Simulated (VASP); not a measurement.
# W16N (a cell with a defect) in VASP: single point with PBE

Aim: the single point of W16N (a cell with a defect) with PBE.

Program: VASP 6.6.1. These are calculated values, not measurements. Logs are shortened: lines on timing, memory, paths and dates and some standing lists are left out, and cuts for length are marked.

### 1 The cell of the first run

The cell holds a defect, 17 atoms: a = 6.320 Å, b = 6.320 Å, c = 6.320 Å, α = 90.00°, β = 90.00°, γ = 90.00°.

### 2 Single point, PBE

Input file INCAR:

```
SYSTEM = W16N
PREC     = Accurate       ! precision mode
ENCUT    = 520            ! plane-wave cutoff, eV
EDIFF    = 1E-6           ! SCF threshold, eV
ISMEAR   = 0              ! smearing method
SIGMA    = 0.15           ! smearing width, eV
LREAL    = Auto         
LASPH    = .True.         ! aspherical terms in the spheres
NELM     = 60             ! most SCF steps
ALGO     = Normal         ! electronic algorithm
ISIF     = 2              ! what is computed and relaxed
LWAVE    = .False.        ! write WAVECAR
LCHARG   = .False.        ! write CHGCAR
GGA      = PE             ! functional
NBANDS   = 128            ! bands
```

Input file KPOINTS:

```
regular mesh
0
Gamma
  3 3 3
  0 0 0
```

Input file POSCAR:

```
W16N
1.0
    6.3200000000      0.0000000000      0.0000000000
    0.0000000000      6.3200000000      0.0000000000
    0.0000000000      0.0000000000      6.3200000000
W N
16 1
Direct
    0.0036117089     -0.0014985759      0.0032674051
    0.4904357595     -0.0356428797      0.0032607595
    0.0036110759      0.5007928797      0.0032669304
    0.0041411392      0.0004572785      0.5032691456
    0.2458596519      0.2496479430      0.2546751582
    0.4904348101      0.5349357595      0.0032607595
    0.4997435127     -0.0010522152      0.5032693038
    0.7578199367      0.2496479430      0.2596683544
    0.0041416139      0.4988371835      0.5032691456
    0.2394955696      0.7496479430      0.2601509494
    0.2458525316      0.2496473101      0.7518525316
    0.4997441456      0.5003460443      0.5032694620
    0.7515545886      0.7496476266      0.2580001582
    0.7578075949      0.2496474684      0.7468802215
    0.2394935127      0.7496477848      0.7463832278
    0.7515566456      0.7496476266      0.7485330696
    0.5720998418      0.2496469937      0.0032957278
```

Potentials or basis: VASP PAW PBE potentials, release 64 (W_sv, N).

The run is started by

```bash
> cat potpaw_PBE.64/W_sv/POTCAR potpaw_PBE.64/N/POTCAR > POTCAR
> mpirun -np 1 vasp_std > vasp.out
```

OUTCAR:

```text
SYSTEM = W16N
   PREC = Accurate
   ENCUT = 520
   EDIFF = 1E-6
   ISMEAR = 0
   LREAL = Auto
   LASPH = .True.
   NELM = 60
   ISIF = 2
   GGA = PE

 ion  position               nearest neighbor table
   1  0.004  0.999  0.003-  15 2.71  10 2.71  11 2.72   5 2.72  14 2.75   8 2.75  16 2.76  13 2.76
                             2 3.08   3 3.15   4 3.16   4 3.16   3 3.17   2 3.25
   2  0.490  0.964  0.003-  17 1.88  15 2.64  10 2.64  16 2.68  13 2.68   6 2.71   5 2.86  11 2.86
                            14 2.95   8 2.96   1 3.08   7 3.17   7 3.17   1 3.25
   3  0.004  0.501  0.003-  15 2.71  10 2.71  11 2.72   5 2.72  14 2.75   8 2.75  16 2.76  13 2.76
                             6 3.08   1 3.15   9 3.16   9 3.16   1 3.17   6 3.25
   4  0.004  0.000  0.503-  15 2.66  10 2.66   8 2.70  14 2.70  11 2.70   5 2.70  16 2.73  13 2.73
                             7 3.13   9 3.15   1 3.16   1 3.16   9 3.17   7 3.19
   5  0.246  0.250  0.255-  17 2.60   9 2.70   4 2.70   3 2.72   1 2.72  12 2.75   7 2.75   6 2.86
                             2 2.86   8 3.08  11 3.14  10 3.16  10 3.16  11 3.18   8 3.24
   6  0.490  0.535  0.003-  17 1.88  15 2.64  10 2.64  16 2.68  13 2.68   2 2.71   5 2.86  11 2.86
                            14 2.95   8 2.96   3 3.08  12 3.17  12 3.17   3 3.25
   7  0.500  0.999  0.503-  16 2.72  13 2.72  14 2.75   8 2.75  15 2.75  10 2.75  11 2.75   5 2.75
                             4 3.13  12 3.15   2 3.17   2 3.17  12 3.17   4 3.19
   8  0.758  0.250  0.260-  17 2.00   9 2.70   4 2.70  12 2.75   7 2.75   3 2.75   1 2.75   6 2.96
                             2 2.96  14 3.08   5 3.08  13 3.16  13 3.16   5 3.24  14 3.24
   9  0.004  0.499  0.503-  15 2.66  10 2.66   8 2.70  14 2.70  11 2.70   5 2.70  16 2.73  13 2.73
                            12 3.13   4 3.15   3 3.16   3 3.16   4 3.17  12 3.19
  10  0.239  0.750  0.260-   2 2.64   6 2.64   4 2.66   9 2.66   1 2.71   3 2.71   7 2.75  12 2.75
                            15 3.07  13 3.08   5 3.16   5 3.16  13 3.24  15 3.25
  11  0.246  0.250  0.752-  17 2.60   9 2.70   4 2.70   3 2.72   1 2.72  12 2.75   7 2.75   6 2.86
                             2 2.86  14 3.08   5 3.14  15 3.16  15 3.16   5 3.18  14 3.24
  12  0.500  0.500  0.503-  16 2.72  13 2.72  14 2.75   8 2.75  15 2.75  10 2.75  11 2.75   5 2.75
                             9 3.13   7 3.15   6 3.17   6 3.17   7 3.17   9 3.19
  13  0.752  0.750  0.258-   2 2.68   6 2.68   7 2.72  12 2.72   4 2.73   9 2.73   1 2.76   3 2.76
                            10 3.08  16 3.10   8 3.16   8 3.16  16 3.22  10 3.24
  14  0.758  0.250  0.747-  17 2.00   9 2.70   4 2.70  12 2.75   7 2.75   3 2.75   1 2.75   6 2.95
                             2 2.95   8 3.08  11 3.08  16 3.16  16 3.16  11 3.24   8 3.24
  15  0.239  0.750  0.746-   2 2.64   6 2.64   4 2.66   9 2.66   1 2.71   3 2.71   7 2.75  12 2.75
                            10 3.07  16 3.08  11 3.16  11 3.16  16 3.24  10 3.25
  16  0.752  0.750  0.749-   2 2.68   6 2.68   7 2.72  12 2.72   4 2.73   9 2.73   3 2.76   1 2.76
                            15 3.08  13 3.10  14 3.16  14 3.16  13 3.22  15 3.24
  17  0.572  0.250  0.003-   6 1.88   2 1.88   8 2.00  14 2.00   5 2.60  11 2.60

  LATTYP: Found a simple cubic cell.
 ALAT       =     6.3200000000

  Lattice vectors:

 A1 = (   6.3200000000,   0.0000000000,   0.0000000000)
 A2 = (   0.0000000000,   6.3200000000,   0.0000000000)
 A3 = (   0.0000000000,   0.0000000000,   6.3200000000)

Analysis of symmetry for initial positions (statically):
=====================================================================
 Subroutine PRICEL returns:
 Original cell was already a primitive cell.

 Routine SETGRP: Setting up the symmetry group for a
 simple cubic supercell.

 Subroutine GETGRP returns: Found  2 space group operations
 (whereof  1 operations were pure point group operations)
 out of a pool of 48 trial point group operations.

The static configuration has the point symmetry C_1 .
 The point group associated with its full space group is C_1h.

Analysis of symmetry for dynamics (positions and initial velocities):
=====================================================================
 Subroutine PRICEL returns:
 Original cell was already a primitive cell.

 Routine SETGRP: Setting up the symmetry group for a
 simple cubic supercell.

 Subroutine GETGRP returns: Found  2 space group operations
 (whereof  1 operations were pure point group operations)
 out of a pool of 48 trial point group operations.

The dynamic configuration has the point symmetry C_1 .
 The point group associated with its full space group is C_1h.

 Subroutine INISYM returns: Found  2 space group operations
 (whereof  1 operations are pure point group operations),
 and found     1 'primitive' translations

----------------------------------------------------------------------------------------

                                     Primitive cell

  volume of cell :     252.4360

  direct lattice vectors                    reciprocal lattice vectors
     6.320000000  0.000000000  0.000000000     0.158227848  0.000000000  0.000000000
     0.000000000  6.320000000  0.000000000     0.000000000  0.158227848  0.000000000
     0.000000000  0.000000000  6.320000000     0.000000000  0.000000000  0.158227848

  length of vectors
     6.320000000  6.320000000  6.320000000     0.158227848  0.158227848  0.158227848

  position of ions in fractional coordinates (direct lattice)
     0.003611709  0.998501424  0.003267405
     0.490435760  0.964357120  0.003260760
     0.003611076  0.500792880  0.003266930
     0.004141139  0.000457279  0.503269146
     0.245859652  0.249647943  0.254675158
     0.490434810  0.534935760  0.003260760
[... 9 lines left out ...]
     0.751556646  0.749647627  0.748533070
     0.572099842  0.249646994  0.003295728

  ion indices of the primitive-cell ions
   primitive index   ion index
                 1           1
                 2           2
                 3           3
                 4           4
                 5           5
                 6           6
[... 9 lines left out ...]
                16          16
                17          17

----------------------------------------------------------------------------------------

 KPOINTS: regular mesh

Automatic generation of k-mesh.
 Grid dimensions read from file:
 generate k-points for:    3    3    3

 Generating k-lattice:

  Cartesian coordinates                     Fractional coordinates (reciprocal lattice)
     0.052742616  0.000000000  0.000000000     0.333333333  0.000000000  0.000000000
     0.000000000  0.052742616  0.000000000     0.000000000  0.333333333  0.000000000
     0.000000000  0.000000000  0.052742616     0.000000000  0.000000000  0.333333333

  Length of vectors
     0.052742616  0.052742616  0.052742616

  Shift w.r.t. Gamma in fractional coordinates (k-lattice)
     0.000000000  0.000000000  0.000000000

 Subroutine IBZKPT returns following result:
 ===========================================

 Found     10 irreducible k-points:

 Following reciprocal coordinates:
            Coordinates               Weight
  0.000000  0.000000  0.000000      1.000000
  0.333333  0.000000  0.000000      2.000000
  0.000000  0.333333  0.000000      2.000000
  0.000000  0.000000  0.333333      2.000000
  0.333333  0.333333  0.000000      4.000000
  0.000000  0.333333  0.333333      4.000000
  0.333333  0.000000  0.333333      2.000000
 -0.333333  0.000000  0.333333      2.000000
  0.333333  0.333333  0.333333      4.000000
 -0.333333  0.333333  0.333333      4.000000
   k-points           NKPTS =     10   k-points in BZ     NKDIM =     10   number of bands    NBANDS=    128
   number of dos      NEDOS =    301   number of ions     NIONS =     17
   total plane-waves  NPLWV = 110592
   dimension x,y,z NGX =    48 NGY =   48 NGZ =   48
   dimension x,y,z NGXF=    96 NGYF=   96 NGZF=   96
   ions per type =              16   1
   NGX,Y,Z   is equivalent  to a cutoff of  12.63, 12.63, 12.63 a.u.
   NGXF,Y,Z  is equivalent  to a cutoff of  25.25, 25.25, 25.25 a.u.
 SYSTEM =  W16N
   PREC   = accura    normal or accurate (medium, high low for compatibility)
   ISTART =      0    job   : 0-new  1-cont  2-samecut
   ICHARG =      2    charge: 1-file 2-atom 10-const
   ISPIN  =      1    spin polarized calculation?
   LNONCOLLINEAR =      F non collinear calculations
   LSORBIT =      F    spin-orbit coupling
   LASPH  =      T    aspherical Exc in radial PAW
   ENCUT  =  520.0 eV  38.22 Ry    6.18 a.u.  11.75 11.75 11.75*2*pi/ulx,y,z
   NELM   =     60;   NELMIN=  2; NELMDL= -5     # of ELM steps
   EDIFF  = 0.1E-05   stopping-criterion for ELM
   LREAL  =      T    real-space projection
   EDIFFG = 0.1E-04   stopping-criterion for IOM
   NSW    =      0    number of steps for IOM
   IBRION =     -1    ionic relax: 0-MD 1-quasi-New 2-CG
   NFREE  =      0    steps in history (QN), initial steepest desc. (CG)
   ISIF   =      2    stress and relaxation
   ISYM   =      2    0-nonsym 1-usesym 2-fastsym
   POTIM  = 0.5000    time-step for ionic-motion
   TEBEG  =    0.0;   TEEND  =   0.0 temperature during run
   PSTRESS=    0.0 pullay stress
   NELECT =     229.0000    total number of electrons
   NUPDOWN=      -1.0000    fix difference up-down
   EMIN   =  10.00;   EMAX   =-10.00  energy-range for DOS
   EFERMI =   0.00;   METHOD = LEGACY
   ISMEAR =     0;   SIGMA  =   0.15  broadening in eV -4-tet -1-fermi 0-gaus
   EFERMI_NEDOS =   21; number of points for ismear=-14 and -15
   IALGO  =     38    algorithm
   IMIX   =      4    mixing-type and parameters
     AMIX     =   0.40;   BMIX     =  1.00
     AMIX_MAG =   1.60;   BMIX_MAG =  1.00
  volume/ion in A,a.u.               =      14.85       100.21
  Fermi-wavevector in a.u.,A,eV,Ry     =   1.584782  2.994804 34.171502  2.511535
  Thomas-Fermi vector in A             =   2.684347
   LORBIT       =      0    0 simple, 1 ext, 2 COOP (PROOUT), +10 PAW based schemes
   GGA     = PE    functional components
   LHFCALC =     F    Hartree Fock is set to
   AEXX    =    0.0000 exact exchange contribution
   IVDW    =     0    specifies the selected vdW correction
   LEPSILON=     F    determine dielectric tensor
   LRPA    =     F    only Hartree local field effects (RPA)
 non-spin polarized calculation
 Gauss-broadening in eV      SIGMA  =   0.15
  energy-cutoff  :      520.00
  volume of cell :      252.44
 maximum number of plane-waves:      6859
   NGX = 23   NGY = 23   NGZ = 23

 number of electron     228.9999997 magnetization

 Free energy of the ion-electron system (eV)
  ---------------------------------------------------
  ext. energy  EPLUGINS =         0.00000000
  ---------------------------------------------------
  free energy    TOTEN  =      -212.84785303 eV

  energy without entropy =     -212.74605556  energy(sigma->0) =     -212.79695430

 E-fermi :  11.8691     XC(G=0): -13.7767

 val. band max:       11.8621798534   @ k =   0.3333   0.0000   0.3333
 cond. band min:      11.8876075884   @ k =   0.3333   0.0000   0.0000
 fundamental gap:      0.0254277350
 Fermi energy:        11.8691250962

 k-point     1 :       0.0000    0.0000    0.0000
  band No.  band energies     occupation
      1     -62.4193      2.00000
      2     -62.3927      2.00000
      3     -62.3043      2.00000
      4     -62.2566      2.00000
      5     -62.2542      2.00000
      6     -62.2217      2.00000
[... 1279 lines left out ...]
    125      13.7079      0.00000
    126      13.8314      0.00000
 [bands above 126 left out]

------------------------ aborting loop because EDIFF is reached ----------------------------------------

  FORCE on cell =-STRESS in cart. coord.  units (eV):
  Direction    XX          YY          ZZ          XY          YZ          ZX
  --------------------------------------------------------------------------------------
  -------------------------------------------------------------------------------------
  Total       27.3882889     39.8310206     25.2383965      0.0000000      0.0000000      0.0016618
  in kB      173.8298071    252.8021610    160.1847273      0.0000000      0.0000000      0.0105475
  external PRESSURE =     195.6055651 kB  Pullay stress =       0.0000000 kB

 VOLUME and BASIS-vectors are now :
 -----------------------------------------------------------------------------
  energy-cutoff  :      520.00
  volume of cell :      252.44
      direct lattice vectors                 reciprocal lattice vectors
     6.320000000  0.000000000  0.000000000     0.158227848  0.000000000  0.000000000
     0.000000000  6.320000000  0.000000000     0.000000000  0.158227848  0.000000000
     0.000000000  0.000000000  6.320000000     0.000000000  0.000000000  0.158227848

 POSITION                                       TOTAL-FORCE (eV/Angst)
 -----------------------------------------------------------------------------------
      0.02283      6.31053      0.02065         0.024420     -0.008843     -0.000278
      3.09955      6.09474      0.02061        -0.000671     -0.261475      0.000922
      0.02282      3.16501      0.02065         0.024420      0.008843     -0.000278
      0.02617      0.00289      3.18066        -0.000310      0.053050     -0.000138
      1.55383      1.57777      1.60955         0.048439      0.000000      0.011073
      3.09955      3.38079      0.02061        -0.000671      0.261475      0.000922
[... 9 lines left out ...]
      4.74984      4.73777      4.73073         0.075359      0.000000     -0.028796
      3.61567      1.57777      0.02083        -0.693155      0.000000      0.001167
 -----------------------------------------------------------------------------------
    total drift:                               -0.002277     -0.033935     -0.011540

  FREE ENERGIE OF THE ION-ELECTRON SYSTEM (eV)
  ---------------------------------------------------
  free  energy   TOTEN  =      -212.8478530342 eV

  energy  without entropy=     -212.7460555624  energy(sigma->0) =     -212.79695430
```

Wall time 8.1 min (1 thread of AMD EPYC 7R13 (Zen 3), shared host); peak memory 0.42 GiB.

Results:

```
Free energy            : -212.8479 eV
Pressure               : 19.6 GPa
Largest force          : 0.693 eV/Å
Band gap on the k mesh : zero (an odd number of electrons rules out a gap without spin polarisation)
```

Forces on the atoms (eV/Å):
```
W    0.024 -0.009  0.000
W   -0.001 -0.261  0.001
W    0.024  0.009  0.000
W    0.000  0.053  0.000
W    0.048  0.000  0.011
W   -0.001  0.261  0.001
W    0.060  0.022  0.000
W    0.122  0.000 -0.169
W    0.000 -0.053  0.000
W    0.018  0.000  0.054
W    0.049  0.000 -0.010
W    0.060 -0.022  0.000
W    0.077  0.000  0.028
W    0.120  0.000  0.171
W    0.017  0.000 -0.058
W    0.075  0.000 -0.029
N   -0.693  0.000  0.001
```

Levels at points of the mesh, in eV from the Fermi level:
```csv
k point,band 111,band 112,band 113,band 114,band 115,band 116,band 117,band 118,band 119,band 120
"(0.00, 0.00, 0.00)",-0.58,-0.56,-0.52,0.08,0.27,0.43,0.55,0.61,0.62,0.83
```

Caveat: spin-orbit coupling is left out, which moves the levels of the heavy elements.
